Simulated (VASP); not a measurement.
The system is AlGa3As2.

```
Al Ga As
1.0
     6.67953    0.00000    0.00000
    -3.33976    5.78464    0.00000
     0.00000    0.00000    3.63502
Al Ga As
1 3 2
Direct
  0.00000 0.00000 0.00000
  0.50000 0.50000 0.50000
  0.50000 0.00000 0.50000
  0.00000 0.50000 0.50000
  0.66667 0.33333 0.00000
  0.33333 0.66667 0.00000
```

```yaml
Program: VASP 6.6.1
Task: relaxation of cell and atoms
Functional: PBE
Potentials_or_basis: VASP PAW PBE potentials, release 64 (Al, Ga_d, As)
Cutoff: 600 eV
k_mesh: 6 × 6 × 10
Occupations: gaussian, width 0.1 eV
Spin: no spin polarisation
```

At the start: pressure 0.1 GPa; volume 23.41 Å³/atom.

Q: Where does the relaxation end?

A: Over 7 steps the energy falls by 20.2 meV/atom and the volume is 22.80 Å³/atom (-2.6 %); space group P6/mmm (No. 191, to 0.05 Å).

The path:
| step | energy change (eV) | largest force (eV/Å) | pressure (GPa) | volume (Å³) |
| --- | --- | --- | --- | --- |
| 1 | 0.0000 | 0.0000 | 0.15 | 140.45 |
| 2 | -0.0348 | 0.0000 | -0.18 | 140.86 |
| 3 | -0.0988 | 0.0000 | -1.11 | 141.85 |
| 4 | -0.1207 | 0.0000 | 0.01 | 137.16 |
| 5 | -0.1208 | 0.0000 | 0.09 | 136.82 |
| 6 | -0.1208 | 0.0000 | 0.13 | 136.72 |
| 7 | -0.1212 | 0.0000 | 0.04 | 136.79 |

Final structure:
```
Al Ga As
1.0
     6.37377    0.00000    0.00000
    -3.18688    5.51984    0.00000
     0.00000    0.00000    3.88806
Al Ga As
1 3 2
Cartesian
  0.0000 0.0000 0.0000
  1.5934 2.7599 1.9440
  3.1869 0.0000 1.9440
  -1.5934 2.7599 1.9440
  3.1869 1.8399 0.0000
  0.0000 3.6799 0.0000
```
